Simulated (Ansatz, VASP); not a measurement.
# Eu: VASP beside Ansatz

```
Eu
1.0
    -2.22747    2.22747    2.22747
     2.22747   -2.22747    2.22747
     2.22747    2.22747   -2.22747
Eu
1
Cartesian
  0.0000 0.0000 0.0000
```

Alike in both runs: task single point; functional r2SCAN; k mesh 10 × 10 × 10; occupations methfessel-paxton of order 1, width 0.01 eV; collinear spin.

|  | VASP | Ansatz |
| --- | --- | --- |
| version | VASP 6.6.1 | Ansatz 0.2.0 |
| potentials or method | VASP PAW PBE potentials, release 64 (Eu), cutoff 520 eV | plane waves (500 eV) with PAW, scalar-relativistic |
| valence electrons in the cell | 17 | 17 |

|  | VASP | Ansatz | Ansatz less VASP |
| --- | --- | --- | --- |
| pressure (GPa) | -0.3 | -0.1 | +0.14 |
| net moment per atom (μB) | 7.73 | 8.01 | +0.275 |
| size of the moment on the site where the two differ most (μB) | 6.70 | 7.38 | +0.677 |

The net moments are unlike, so the other rows may belong to different states. VASP's potentials were made for PBE, not for r2SCAN. Site moments also hang on the region over which each program counts them. Ansatz's warnings: stability check not made.

Spin-orbit coupling is off throughout.
